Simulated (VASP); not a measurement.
A run of VASP 6.6.1:

The input INCAR:

```
  PREC = Accurate
  ENCUT = 520
  EDIFF = 1E-6
  ISMEAR = -1
  SIGMA = 0.1
  LREAL = F
  LASPH = T
  NELM = 80
  ALGO = Normal
  ISIF = 2
  LWAVE = F
  LCHARG = F
  NBANDS = 30
```

The input KPOINTS:

```
Automatic mesh
0
Gamma
  12 12 4
```

The input POSCAR:

```
Ta
1.0
    2.8565593374      0.0000000000      0.0000000000
   -1.4282796687      2.4738529536      0.0000000000
    0.0000000000      0.0000000000     10.0276290031
Ta
4
Direct
    0.0000000000      1.0000000000      1.0000000000
    0.0000000000      0.0000000000      0.5000000000
    0.3333333333      0.6666666667      0.2500000000
    0.6666666667      0.3333333333      0.7500000000
```

Potentials or basis: VASP PAW LDA potentials, release 64 (Ta_pv).

The run is started by

```console
$ cat potpaw_LDA.64/Ta_pv/POTCAR > POTCAR
$ mpirun -np 1 vasp_std > vasp.out
```

Hardware: 1 thread of Intel Xeon 8259CL, with other jobs on the host.

Question: Estimate the wall time of this run.

Answer: It took 3.4 min on 1 thread of Intel Xeon 8259CL, with other jobs on the host, peak memory 0.23 GiB. Counts: scf iterations 12, k points 57.
